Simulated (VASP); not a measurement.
Crystal: Ga4AsP3.

```
CELL_PARAMETERS angstrom
3.93688 0.00000 0.00000
0.00000 3.93688 0.00000
0.00000 0.00000 11.11578
ATOMIC_POSITIONS crystal
P 0.00000 0.00000 0.24535
P 0.50000 0.50000 0.00000
P 0.00000 0.00000 0.75465
Ga 0.00000 0.50000 0.12258
Ga 0.50000 0.00000 0.87742
Ga 0.00000 0.50000 0.63202
Ga 0.50000 0.00000 0.36798
As 0.50000 0.50000 0.50000
```

| Quantity | Value |
| --- | --- |
| Program | VASP 6.6.1 |
| Task | relaxation of cell and atoms |
| Functional | r2SCAN |
| Potentials or basis | VASP PAW PBE potentials, release 64 (P, Ga_d, As) |
| Cutoff | 600 eV |
| k mesh | 6 × 6 × 2 |
| Occupations | fermi-dirac, width 0.02 eV |
| Spin | no spin polarisation |

At the start: pressure -2.6 GPa; volume 21.54 Å³/atom.

**Question.** How do energy, volume and symmetry change on relaxing?

**Answer.** Over 10 steps the energy falls by 6.0 meV/atom and the volume is 20.84 Å³/atom (-3.2 %); space group P-4m2 (No. 115, to 0.1 Å) before and after.

Step by step:
| step | energy change (eV) | largest force (eV/Å) | pressure (GPa) | volume (Å³) |
| --- | --- | --- | --- | --- |
| 1 | 0.0000 | 0.0414 | -2.59 | 172.28 |
| 2 | -0.0341 | 0.0211 | 1.56 | 163.76 |
| 3 | -0.0477 | 0.0148 | 0.00 | 166.61 |
| 4 | -0.0477 | 0.0075 | 0.04 | 166.61 |
| 5 | -0.0477 | 0.0105 | 0.04 | 166.61 |
| 6 | -0.0477 | 0.0095 | 0.01 | 166.65 |
| 7 | -0.0477 | 0.0083 | 0.01 | 166.67 |
| 8 | -0.0477 | 0.0087 | -0.02 | 166.71 |
| 9 | -0.0477 | 0.0098 | 0.01 | 166.68 |
| 10 | -0.0478 | 0.0044 | -0.01 | 166.68 |

Final structure:
```yaml
crystal:
  lattice:
    - [3.89291, 0.00000, 0.00000]
    - [0.00000, 3.89291, 0.00000]
    - [0.00000, 0.00000, 10.99881]
  atoms:
    - { symbol: P, position: [0.00000, 0.00000, 0.24555] }
    - { symbol: P, position: [0.50000, 0.50000, 0.00000] }
    - { symbol: P, position: [0.00000, 0.00000, 0.75445] }
    - { symbol: Ga, position: [0.00000, 0.50000, 0.12263] }
    - { symbol: Ga, position: [0.50000, 0.00000, 0.87737] }
    - { symbol: Ga, position: [0.00000, 0.50000, 0.63180] }
    - { symbol: Ga, position: [0.50000, 0.00000, 0.36820] }
    - { symbol: As, position: [0.50000, 0.50000, 0.50000] }
```

Caveat: the PAW data sets were made with another functional, which shifts forces and pressure a little.
